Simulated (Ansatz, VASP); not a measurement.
**TiAl in VASP and in Ansatz**

The input INCAR:

```
SYSTEM = TiAl
  PREC = Accurate
  ENCUT = 520
  EDIFF = 1E-6
  ISMEAR = 0
  SIGMA = 0.15
  LREAL = .False.
  LASPH = .True.
  NELM = 60
  ALGO = Fast
  ISIF = 2
  LWAVE = .False.
  LCHARG = .False.
  GGA = PS
  NBANDS = 14
```

KPOINTS

```
regular mesh
0
Gamma
  18 18 10
  0 0 0
```

Contents of POSCAR:

```
TiAl
1.0
    2.8672622327      0.0000000000      0.0000000000
   -1.4336311163      2.4831219328      0.0000000000
    0.0000000000      0.0000000000      4.6780830000
Ti Al
1 1
Direct
    0.0000000000      0.0000000000      0.0160322081
    0.3333333333      0.6666666667      0.5000000000
```

Input for Ansatz:

```yaml
crystal:
  lattice:
    - [2.8672622327, 0.0, 0.0]
    - [-1.4336311163, 2.4831219328, 0.0]
    - [0.0, 0.0, 4.678083]
  atoms:
    - { symbol: Ti, position: [0.0, 0.0, 0.0160322081] }
    - { symbol: Al, position: [0.3333333333, 0.6666666667, 0.5] }
basis:
  ecutwfc: 420
kpoints:
  mp_grid: { grid: [18, 18, 10] }
hamiltonian:
  xc: pbesol
scf:
  occupations: { method: gaussian, width: 0.15 }
output:
  forces: true
  stress: true
  eigenvalues: true
```

Change from the starting cell: all Ti atoms moved +0.075 Å, as atom 1 along Cartesian [0 0 1].

Alike in both runs: task single point; functional PBEsol; k mesh 18 × 18 × 10; occupations gaussian, width 0.15 eV; no spin polarisation.

|  | VASP | Ansatz |
| --- | --- | --- |
| version | VASP 6.6.1 | Ansatz 0.2.0 |
| potentials or method | VASP PAW PBE potentials, release 64 (Ti_sv, Al), cutoff 520 eV | scalar-relativistic, plane waves, PAW |
| valence electrons in the cell | 15 | 15 |

VASP gave:

| Property | Result |
| --- | --- |
| gap on the k mesh at the Fermi level (eV) | none |
| pressure (GPa) | -2.6 |
| traceless stress, the component that is largest in VASP (GPa) | -0.67 |
| rms of the force components (eV/Å) | 0.291 |

Problem. Estimate Ansatz's values.

Solution. gap on the k mesh at the Fermi level (eV): none; pressure (GPa): -2.6; traceless stress, the component that is largest in VASP (GPa): -0.75; rms of the force components (eV/Å): 0.290.

VASP's potentials were made for PBE, not for PBEsol. Atom by atom the forces differ by 0.001 eV/Å (rms over components). A gap of «none» marks a metal or a gap that the smearing closes. With one functional, cell and mesh, what is left measures potentials, basis and numerics.
